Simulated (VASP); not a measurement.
Wanted: the native input for a VASP 6.6.1 run.

```yaml
Task: single point
Functional: PBEsol
Dispersion: D4
Potentials_or_basis: VASP PAW PBE potentials, release 64 (Ta_pv)
Cutoff: 520 eV
k_mesh: 13 × 13 × 13
Occupations: methfessel-paxton, width 0.1 eV
Spin: no spin polarisation
Dipole_correction: no
Further_INCAR_settings: ALGO = Normal; EDIFF = 1e-06; NBANDS = 12
```

The structure of Ta lies in POSCAR:

```
Ta
1.0
   -1.6512800000      1.6512800000      1.6512800000
    1.6512800000     -1.6512800000      1.6512800000
    1.6512800000      1.6512800000     -1.6512800000
Ta
1
Direct
    0.0000000000      0.0000000000      0.0000000000
```

These files were run (other wordings do the same):

INCAR

```
PREC = Accurate
ENCUT = 520
EDIFF = 1E-6
ISMEAR = 1
SIGMA = 0.1
LREAL = False
LASPH = True
NELM = 80
ALGO = Normal
ISIF = 2
LWAVE = False
LCHARG = False
GGA = PS
IVDW = 13
NBANDS = 12
```

KPOINTS

```
regular mesh
0
Gamma
  13 13 13
```

Potentials or basis: VASP PAW PBE potentials, release 64 (Ta_pv).

Launch:

```sh
$ cat potpaw_PBE.64/Ta_pv/POTCAR > POTCAR
$ mpirun -np 1 vasp_std > vasp.out
```

It gave:

```
Pressure                   : -4.5 GPa
Dispersion energy per atom : -0.186 eV
```

Caveat: the PAW data sets were made with another functional, which shifts forces and pressure a little; pairwise dispersion overbinds metals, which lowers pressure and volume.

Wall time 7.7 s on 1 thread of AMD EPYC 9R45 96-Core Processor (Zen 5) (shared host), peak memory 0.12 GiB.
